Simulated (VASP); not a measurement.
# ZnS (R3m) in VASP: notebook

The runs below take ZnS through single point, with PBEsol.

Everything below comes from runs of VASP 6.6.1. Logs are shortened: lines on timing, memory, paths and dates and some standing lists are left out, and cuts for length are marked.

### Step 1. The cell of the first run

Symmetry: R3m, No. 160, trigonal system. Conventional cell: a = 4.491 Å, b = 4.491 Å, c = 6.600 Å, α = 90.00°, β = 90.00°, γ = 120.00°. Within 2.2 Å of Zn (site symmetry 3m) lie 1 S at 1.65 Å. S (site symmetry 3m) has 1 Zn at 1.65 Å within 2.2 Å.

### Step 2. Single point, PBEsol

The input, INCAR:

```
PREC = Accurate
ENCUT = 520
EDIFF = 1E-7
ISMEAR = 0
SIGMA = 0.05
LREAL = F
LASPH = T
NELM = 60
ALGO = Normal
ISIF = 2
LWAVE = F
LCHARG = F
GGA = PS
NBANDS = 16
```

The input, KPOINTS:

```
regular mesh
0
Gamma
  10 10 10
```

The input, POSCAR:

```
ZnS
1.0
   -0.8467806019      2.3286466552      2.3286466552
    2.3286466552     -0.8467806019      2.3286466552
    2.3286466552      2.3286466552     -0.8467806019
Zn S
1 1
Direct
    0.0000000000      0.0000000000      0.0000000000
    0.7500000000      0.7500000000      0.7500000000
```

Potentials or basis: VASP PAW PBE potentials, release 64 (Zn, S).

On the command line:

```
> cat potpaw_PBE.64/Zn/POTCAR potpaw_PBE.64/S/POTCAR > POTCAR
> mpirun -np 1 vasp_std > vasp.out
```

OUTCAR:

```text
PREC = Accurate
   ENCUT = 520
   EDIFF = 1E-7
   ISMEAR = 0
   LREAL = F
   LASPH = T
   NELM = 60
   ISIF = 2
   GGA = PS

 ion  position               nearest neighbor table
   1  0.000  0.000  0.000-   2 1.65   2 2.65   2 2.65   2 2.65
   2  0.750  0.750  0.750-   1 1.65   1 2.65   1 2.65   1 2.65

  LATTYP: Found a trigonal (rhomboedric) cell.
 ALAT       =     3.4003276132
 COS(alpha) =     0.1279069767

  Lattice vectors:

 A1 = (  -0.8467806019,   2.3286466552,   2.3286466552)
 A2 = (   2.3286466552,  -0.8467806019,   2.3286466552)
 A3 = (   2.3286466552,   2.3286466552,  -0.8467806019)

Analysis of symmetry for initial positions (statically):
=====================================================================
 Subroutine PRICEL returns:
 Original cell was already a primitive cell.

 Routine SETGRP: Setting up the symmetry group for a
 trigonal (rhombohedral) supercell.

 Subroutine GETGRP returns: Found  6 space group operations
 (whereof  6 operations were pure point group operations)
 out of a pool of 12 trial point group operations.

The static configuration has the point symmetry C_3v.

Analysis of symmetry for dynamics (positions and initial velocities):
=====================================================================
 Subroutine PRICEL returns:
 Original cell was already a primitive cell.

 Routine SETGRP: Setting up the symmetry group for a
 trigonal (rhombohedral) supercell.

 Subroutine GETGRP returns: Found  6 space group operations
 (whereof  6 operations were pure point group operations)
 out of a pool of 12 trial point group operations.

The dynamic configuration has the point symmetry C_3v.

 Subroutine INISYM returns: Found  6 space group operations
 (whereof  6 operations are pure point group operations),
 and found     1 'primitive' translations

----------------------------------------------------------------------------------------

                                     Primitive cell

  volume of cell :      38.4227

  direct lattice vectors                    reciprocal lattice vectors
    -0.846780602  2.328646655  2.328646655    -0.122468209  0.192450043  0.192450043
     2.328646655 -0.846780602  2.328646655     0.192450043 -0.122468209  0.192450043
     2.328646655  2.328646655 -0.846780602     0.192450043  0.192450043 -0.122468209

  length of vectors
     3.400327613  3.400327613  3.400327613     0.298450163  0.298450163  0.298450163

  position of ions in fractional coordinates (direct lattice)
     0.000000000  0.000000000  0.000000000
     0.750000000  0.750000000  0.750000000

  ion indices of the primitive-cell ions
   primitive index   ion index
                 1           1
                 2           2

----------------------------------------------------------------------------------------

 KPOINTS: regular mesh

Automatic generation of k-mesh.
 Grid dimensions read from file:
 generate k-points for:   10   10   10

 Generating k-lattice:

  Cartesian coordinates                     Fractional coordinates (reciprocal lattice)
    -0.012246821  0.019245004  0.019245004     0.100000000  0.000000000  0.000000000
     0.019245004 -0.012246821  0.019245004     0.000000000  0.100000000  0.000000000
     0.019245004  0.019245004 -0.012246821     0.000000000  0.000000000  0.100000000

  Length of vectors
     0.029845016  0.029845016  0.029845016

  Shift w.r.t. Gamma in fractional coordinates (k-lattice)
     0.000000000  0.000000000  0.000000000

 Subroutine IBZKPT returns following result:
 ===========================================

 Found    116 irreducible k-points:

 Following reciprocal coordinates:
            Coordinates               Weight
  0.000000  0.000000  0.000000      1.000000
  0.100000  0.000000  0.000000      6.000000
  0.200000  0.000000  0.000000      6.000000
  0.300000  0.000000 -0.000000      6.000000
  0.400000  0.000000  0.000000      6.000000
  0.500000 -0.000000 -0.000000      3.000000
[... 16 lines left out ...]
  0.300000  0.300000 -0.000000      6.000000
  0.400000  0.300000 -0.000000     12.000000
 [... further k-points ...]
   k-points           NKPTS =    116   k-points in BZ     NKDIM =    116   number of bands    NBANDS=     16
   number of dos      NEDOS =    301   number of ions     NIONS =      2
   total plane-waves  NPLWV =  21952
   dimension x,y,z NGX =    28 NGY =   28 NGZ =   28
   dimension x,y,z NGXF=    56 NGYF=   56 NGZF=   56
   ions per type =               1   1
   NGX,Y,Z   is equivalent  to a cutoff of  13.69, 13.69, 13.69 a.u.
   NGXF,Y,Z  is equivalent  to a cutoff of  27.38, 27.38, 27.38 a.u.
 SYSTEM =  unknown system
   PREC   = accura    normal or accurate (medium, high low for compatibility)
   ISTART =      0    job   : 0-new  1-cont  2-samecut
   ICHARG =      2    charge: 1-file 2-atom 10-const
   ISPIN  =      1    spin polarized calculation?
   LNONCOLLINEAR =      F non collinear calculations
   LSORBIT =      F    spin-orbit coupling
   LASPH  =      T    aspherical Exc in radial PAW
   ENCUT  =  520.0 eV  38.22 Ry    6.18 a.u.   6.32  6.32  6.32*2*pi/ulx,y,z
   NELM   =     60;   NELMIN=  2; NELMDL= -5     # of ELM steps
   EDIFF  = 0.1E-06   stopping-criterion for ELM
   LREAL  =      F    real-space projection
   EDIFFG = 0.1E-05   stopping-criterion for IOM
   NSW    =      0    number of steps for IOM
   IBRION =     -1    ionic relax: 0-MD 1-quasi-New 2-CG
   NFREE  =      0    steps in history (QN), initial steepest desc. (CG)
   ISIF   =      2    stress and relaxation
   ISYM   =      2    0-nonsym 1-usesym 2-fastsym
   POTIM  = 0.5000    time-step for ionic-motion
   TEBEG  =    0.0;   TEEND  =   0.0 temperature during run
   PSTRESS=    0.0 pullay stress
   NELECT =      18.0000    total number of electrons
   NUPDOWN=      -1.0000    fix difference up-down
   EMIN   =  10.00;   EMAX   =-10.00  energy-range for DOS
   EFERMI =   0.00;   METHOD = LEGACY
   ISMEAR =     0;   SIGMA  =   0.05  broadening in eV -4-tet -1-fermi 0-gaus
   EFERMI_NEDOS =   21; number of points for ismear=-14 and -15
   IALGO  =     38    algorithm
   IMIX   =      4    mixing-type and parameters
     AMIX     =   0.40;   BMIX     =  1.00
     AMIX_MAG =   1.60;   BMIX_MAG =  1.00
  volume/ion in A,a.u.               =      19.21       129.64
  Fermi-wavevector in a.u.,A,eV,Ry     =   1.271461  2.402713 21.995360  1.616613
  Thomas-Fermi vector in A             =   2.404393
   LORBIT       =      0    0 simple, 1 ext, 2 COOP (PROOUT), +10 PAW based schemes
   GGA     = PS    functional components
   LHFCALC =     F    Hartree Fock is set to
   AEXX    =    0.0000 exact exchange contribution
   IVDW    =     0    specifies the selected vdW correction
   LEPSILON=     F    determine dielectric tensor
   LRPA    =     F    only Hartree local field effects (RPA)
 non-spin polarized calculation
 Gauss-broadening in eV      SIGMA  =   0.05
  energy-cutoff  :      520.00
  volume of cell :       38.42
 maximum number of plane-waves:      1057
 NGX is ok and might be reduce to    28
   NGX = 13   NGY = 13   NGZ = 13

 number of electron      17.9999990 magnetization

 Free energy of the ion-electron system (eV)
  ---------------------------------------------------
  ext. energy  EPLUGINS =         0.00000000
  ---------------------------------------------------
  free energy    TOTEN  =        -2.41973062 eV

  energy without entropy =       -2.41973062  energy(sigma->0) =       -2.41973062

 E-fermi :   2.9291     XC(G=0):  -9.8897

 val. band max:        2.6584163569   @ k =   0.5000  -0.0000  -0.0000
 cond. band min:       3.4912263740   @ k =   0.0000   0.0000   0.0000
 fundamental gap:      0.8328100171
 Fermi energy:         2.9290804296

 k-point     1 :       0.0000    0.0000    0.0000
  band No.  band energies     occupation
      1     -11.8712      2.00000
      2      -5.9520      2.00000
      3      -5.7470      2.00000
      4      -5.7470      2.00000
      5      -4.6207      2.00000
      6      -4.6207      2.00000
[... 8 lines left out ...]
     15      16.3145      0.00000
     16      17.1080      0.00000

 k-point     2 :       0.1000    0.0000    0.0000
  band No.  band energies     occupation
      1     -11.8186      2.00000
      2      -5.9426      2.00000
      3      -5.7455      2.00000
      4      -5.7244      2.00000
      5      -4.6246      2.00000
      6      -4.6188      2.00000
[... 8 lines left out ...]
     15      16.3973      0.00000
     16      16.9673      0.00000

 k-point     3 :       0.2000    0.0000    0.0000
  band No.  band energies     occupation
      1     -11.6756      2.00000
      2      -5.9059      2.00000
      3      -5.7420      2.00000
      4      -5.6676      2.00000
      5      -4.6342      2.00000
      6      -4.6089      2.00000
[... 8 lines left out ...]
     15      15.9123      0.00000
     16      16.8292      0.00000

 k-point     4 :       0.3000    0.0000   -0.0000
  band No.  band energies     occupation
      1     -11.4875      2.00000
      2      -5.8295      2.00000
      3      -5.7386      2.00000
      4      -5.6028      2.00000
      5      -4.6446      2.00000
      6      -4.5787      2.00000
[... 8 lines left out ...]
     15      15.6586      0.00000
     16      16.2585      0.00000

 k-point     5 :       0.4000    0.0000    0.0000
  band No.  band energies     occupation
      1     -11.3246      2.00000
      2      -5.7365      2.00000
      3      -5.7245      2.00000
      4      -5.5608      2.00000
      5      -4.6520      2.00000
      6      -4.5158      2.00000
[... 8 lines left out ...]
     15      14.8251      0.00000
     16      16.0618      0.00000

 k-point     6 :       0.5000   -0.0000   -0.0000
  band No.  band energies     occupation
      1     -11.2595      2.00000
      2      -5.7359      2.00000
      3      -5.6624      2.00000
      4      -5.5552      2.00000
      5      -4.6546      2.00000
      6      -4.4665      2.00000
[... 8 lines left out ...]
     15      14.1782      0.00000
     16      16.1328      0.00000

 k-point     7 :       0.1000    0.1000    0.0000
  band No.  band energies     occupation
      1     -11.7729      2.00000
      2      -5.9424      2.00000
      3      -5.7274      2.00000
      4      -5.7158      2.00000
      5      -4.6312      2.00000
      6      -4.6230      2.00000
[... 8 lines left out ...]
     15      15.6764      0.00000
     16      17.8127      0.00000

 k-point     8 :       0.2000    0.1000    0.0000
  band No.  band energies     occupation
      1     -11.6368      2.00000
      2      -5.9165      2.00000
      3      -5.7170      2.00000
      4      -5.6589      2.00000
      5      -4.6426      2.00000
      6      -4.6192      2.00000
[... 8 lines left out ...]
     15      15.7550      0.00000
     16      17.1009      0.00000

 k-point     9 :       0.3000    0.1000    0.0000
  band No.  band energies     occupation
      1     -11.4533      2.00000
      2      -5.8534      2.00000
      3      -5.7080      2.00000
      4      -5.5860      2.00000
      5      -4.6528      2.00000
      6      -4.5959      2.00000
[... 8 lines left out ...]
     15      15.6047      0.00000
     16      16.5611      0.00000
[... 172 lines left out ...]
 k-point    19 :       0.5000    0.2000    0.0000
  band No.  band energies     occupation
      1     -11.1153      2.00000
      2      -5.7538      2.00000
      3      -5.5568      2.00000
      4      -5.4738      2.00000
      5      -4.6530      2.00000
      6      -4.4636      2.00000
[... 8 lines left out ...]
     15      14.5925      0.00000
     16      16.9722      0.00000

 k-point    20 :      -0.4000    0.2000    0.0000
  band No.  band energies     occupation
      1     -11.1629      2.00000
      2      -5.7361      2.00000
      3      -5.5962      2.00000
      4      -5.4983      2.00000
      5      -4.6441      2.00000
      6      -4.4642      2.00000
[... 8 lines left out ...]
     15      14.3253      0.00000
     16      16.6313      0.00000

 k-point    21 :      -0.3000    0.2000    0.0000
  band No.  band energies     occupation
      1     -11.3047      2.00000
      2      -5.7333      2.00000
      3      -5.7011      2.00000
      4      -5.5445      2.00000
      5      -4.6333      2.00000
      6      -4.5310      2.00000
[... 8 lines left out ...]
     15      14.0701      0.00000
     16      16.5315      0.00000

 k-point    22 :      -0.2000    0.2000    0.0000
  band No.  band energies     occupation
      1     -11.4779      2.00000
      2      -5.8099      2.00000
      3      -5.7256      2.00000
      4      -5.6071      2.00000
      5      -4.6255      2.00000
      6      -4.5787      2.00000
[... 8 lines left out ...]
     15      14.3888      0.00000
     16      16.9671      0.00000

 k-point    23 :       0.3000    0.3000   -0.0000
  band No.  band energies     occupation
      1     -11.1840      2.00000
      2      -5.8347      2.00000
      3      -5.5347      2.00000
      4      -5.5114      2.00000
      5      -4.6439      2.00000
      6      -4.6117      2.00000
[... 8 lines left out ...]
     15      14.5678      0.00000
     16      16.5403      0.00000

 k-point    24 :       0.4000    0.3000   -0.0000
  band No.  band energies     occupation
      1     -11.0443      2.00000
      2      -5.7961      2.00000
      3      -5.4777      2.00000
      4      -5.4325      2.00000
      5      -4.6347      2.00000
      6      -4.5597      2.00000
[... 8 lines left out ...]
     15      14.5706      0.00000
     16      16.9257      0.00000

 [... further k-points ...]
[... 5 lines left out ...]
  --------------------------------------------------------------------------------------
  -------------------------------------------------------------------------------------
  Total       11.8102975     11.8102975     11.8102975     13.0478685     13.0478685     13.0478685
  in kB      492.4744091    492.4744091    492.4744091    544.0795508    544.0795508    544.0795508
  external PRESSURE =     492.4744091 kB  Pullay stress =       0.0000000 kB

 VOLUME and BASIS-vectors are now :
 -----------------------------------------------------------------------------
  energy-cutoff  :      520.00
  volume of cell :       38.42
      direct lattice vectors                 reciprocal lattice vectors
    -0.846780602  2.328646655  2.328646655    -0.122468209  0.192450043  0.192450043
     2.328646655 -0.846780602  2.328646655     0.192450043 -0.122468209  0.192450043
     2.328646655  2.328646655 -0.846780602     0.192450043  0.192450043 -0.122468209

 POSITION                                       TOTAL-FORCE (eV/Angst)
 -----------------------------------------------------------------------------------
      0.00000      0.00000      0.00000        12.180367     12.180367     12.180367
      2.85788      2.85788      2.85788       -12.180367    -12.180367    -12.180367
 -----------------------------------------------------------------------------------
    total drift:                               -0.000077     -0.000077     -0.000077

  FREE ENERGIE OF THE ION-ELECTRON SYSTEM (eV)
  ---------------------------------------------------
  free  energy   TOTEN  =        -2.4197306221 eV

  energy  without entropy=       -2.4197306221  energy(sigma->0) =       -2.41973062
```

Run time: 27 s. Hardware: 1 thread of Intel Xeon 6975P-C (Granite Rapids), shared host; peak memory 0.2 GiB.

What came out:

```
Free energy            : -2.4197 eV
Pressure               : 49.2 GPa
Largest force          : 21.097 eV/Å
Band gap on the k mesh : 0.83 eV, indirect (least direct gap 1.06 eV)
```

Forces on the atoms (eV/Å):
```
Zn   12.180  12.180  12.180
S   -12.180 -12.180 -12.180
```

Stress tensor (GPa, compression positive):
```
49.25 54.41 54.41
54.41 49.25 54.41
54.41 54.41 49.25
```

Levels at points of the mesh, in eV from the valence-band top:
```
           k point  band 5  band 6  band 7  band 8  band 9  band 10  band 11  band 12  band 13  band 14
(0.00, 0.00, 0.00)   -7.28   -7.28   -0.70   -0.23   -0.23     0.83     4.36     4.36    12.27    13.66
(0.50, 0.00, 0.00)   -7.31   -7.12   -5.48   -0.37    0.00     3.27     5.80     6.55     9.75     9.95
(0.50, 0.50, 0.00)   -7.22   -7.11   -4.71   -3.95   -0.21     1.39     6.06     8.74     9.66    11.06
(0.50, 0.50, 0.50)   -7.30   -7.11   -4.58   -2.79   -2.79     1.40     4.25     4.25     6.89    15.06
```

Caveat: the PAW data sets were made with another functional, which shifts forces and pressure a little. A k mesh can miss the band edges.

[end of part 1 of 2]
